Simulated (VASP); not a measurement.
Wanted: the native input for a VASP 6.6.1 run.

- Task: single point
- Functional: PBEsol
- Potentials or basis: VASP PAW PBE potentials, release 64 (Ni)
- Cutoff: 520 eV
- k mesh: 18 × 18 × 18
- Occupations: fermi-dirac, width 0.05 eV
- Spin: collinear spin, ferromagnetic start
- Starting moments: [1.0] μB
- Dipole correction: no
- Further INCAR settings: ALGO = Normal; EDIFF = 1e-06; NBANDS = 15

The structure of Ni lies in POSCAR:

```
Ni
1.0
    2.1935194656      0.0000000000      0.0000000000
    0.0000000000      2.1935194656      0.0000000000
    0.0000000000      0.0000000000      2.1935194656
Ni
1
Direct
    0.0000000000      0.0000000000      0.0000000000
```

These files were run (other wordings do the same):

INCAR

```
PREC = Accurate ; ENCUT = 520
EDIFF = 1E-6 ; ISMEAR = -1
SIGMA = 0.05 ; LREAL = False
LASPH = True ; NELM = 150
ALGO = Normal ; ISIF = 2
LWAVE = False ; LCHARG = True
ISPIN = 2 ; MAGMOM = 1
LORBIT = 11 ; LMAXMIX = 4
GGA = PS ; LELF = True
LVHAR = True ; NBANDS = 15
```

KPOINTS

```
regular mesh
0
Gamma
  18 18 18
```

Potentials or basis: VASP PAW PBE potentials, release 64 (Ni).

The run is started by

```bash
$ cat potpaw_PBE.64/Ni/POTCAR > POTCAR
$ mpirun -np 1 vasp_std > vasp.out
```

It gave:

```yaml
Pressure: 28.4 GPa
Net_moment: 0.40 μB per cell
Site_moments: Ni +0.40 μB
Valence_electrons_inside_the_program's_atomic_spheres: Ni 9.56
```

Caveat: the PAW data sets were made with another functional, which shifts forces and pressure a little.

Wall time 39 s on 1 thread of Intel(R) Xeon(R) Platinum 8488C (Sapphire Rapids), on a shared host, peak memory 0.16 GiB.
